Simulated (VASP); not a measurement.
A run of VASP 6.6.1 is set up as follows.

INCAR

```
ALGO = Normal
EDIFF = 1E-8
ENCUT = 520
GGA = CA
IBRION = 8
ISIF = 2
ISMEAR = 0
LASPH = T
LCHARG = F
LEPSILON = T
LREAL = F
LWAVE = F
NBANDS = 26
NELM = 80
NSW = 1
PREC = Accurate
SIGMA = 0.01
```

File KPOINTS:

```
k-points
0
Gamma
  8 8 5
```

POSCAR

```
GaN
1.0
    3.1517957840      0.0000000000      0.0000000000
   -1.5758978920      2.7295352164      0.0000000000
    0.0000000000      0.0000000000      5.1382821540
Ga N
2 2
Direct
    0.3333333333      0.6666666667     -0.0007061012
    0.6666666667      0.3333333333      0.4992938988
    0.3333333333      0.6666666667      0.3757061012
    0.6666666667      0.3333333333      0.8757061012
```

Potentials or basis: VASP PAW LDA potentials, release 64 (Ga_d, N).

The run is started by

```bash
$ cat potpaw_LDA.64/Ga_d/POTCAR potpaw_LDA.64/N/POTCAR > POTCAR
$ mpirun -np 1 vasp_std > vasp.out
```

What does it give for the electronic dielectric tensor (diagonal)?

5.66, 5.66, 5.80.

Predict the Born charges (mean of the diagonal).

Ga +2.63; N -2.63 e.

Predict the highest phonon frequency at Γ, LO-TO splitting left out.

702 cm⁻¹.

Phonon frequencies in cm⁻¹ (negative: imaginary):
| q point | frequencies |
| --- | --- |
| (0.000, 0.000, 0.000) | 0 0 0 140 140 339 543 566 566 575 575 702 |

Caveat: the cell stands under pressure or tension, which shifts response properties.
